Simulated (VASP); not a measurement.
Crystal: Pt.

```
Pt
1.0
     1.72651    0.99680    3.20161
    -1.72651    0.99680    3.20161
     0.00000   -1.99360    3.20161
Pt
2
Direct
  0.22754 0.22754 0.22754
  0.77246 0.77246 0.77246
```

- Program: VASP 6.6.1
- Task: relaxation of cell and atoms
- Functional: PBE
- Potentials or basis: VASP PAW PBE potentials, release 64 (Pt)
- Cutoff: 500 eV
- k mesh: 6 × 6 × 6
- Occupations: gaussian, width 0.1 eV
- Spin: no spin polarisation

At the start: pressure 44.5 GPa; volume 16.53 Å³/atom.

**Question.** How do energy, volume and symmetry change on relaxing?

**Answer.** Over 21 steps the energy falls by 762.2 meV/atom and the volume is 17.97 Å³/atom (+8.7 %); space group Pm-3m (No. 221, to 0.05 Å).

The path:
```
step  energy change (eV)  largest force (eV/Å)  pressure (GPa)  volume (Å³)
   1              0.0000                6.5684           44.48        33.06
   2              1.4736                0.5053          -22.78        59.97
   3              0.0031                0.0016          -24.74        49.89
   4             -0.8293                0.2715          -20.70        44.03
   5             -1.2216                1.4447           -4.91        38.29
   6             -1.2233                1.2886           -6.69        38.69
   7             -1.2234                1.3373           -6.13        38.56
   8             -1.4421                1.1495            1.94        35.86
   9             -1.4556                0.4314           10.88        34.15
  10             -1.4681                0.8727            6.37        34.91
  11             -1.4845                0.8515           -0.33        36.16
  12             -1.5169                0.1487            2.07        35.57
  13             -1.5182                0.1078           -1.89        36.35
  14             -1.5207                0.0024           -0.15        35.99
  15             -1.5217                0.0128           -0.07        35.97
  16             -1.5237                0.0542            0.21        35.91
  17             -1.5221                0.1310            0.89        35.79
  18             -1.5240                0.0775            0.41        35.88
  19             -1.5240                0.0070           -0.68        36.09
  20             -1.5243                0.0403           -0.16        35.99
  21             -1.5244                0.0098            0.11        35.94
```

Final structure:
```
CELL_PARAMETERS angstrom
1.85322 1.06995 3.02058
-1.85322 1.06995 3.02058
0.00000 -2.13991 3.02058
ATOMIC_POSITIONS crystal
Pt 0.25005 0.25005 0.25005
Pt 0.74995 0.74995 0.74995
```

Caveat: the k points lie up to 0.35 Å⁻¹ apart in the final cell.
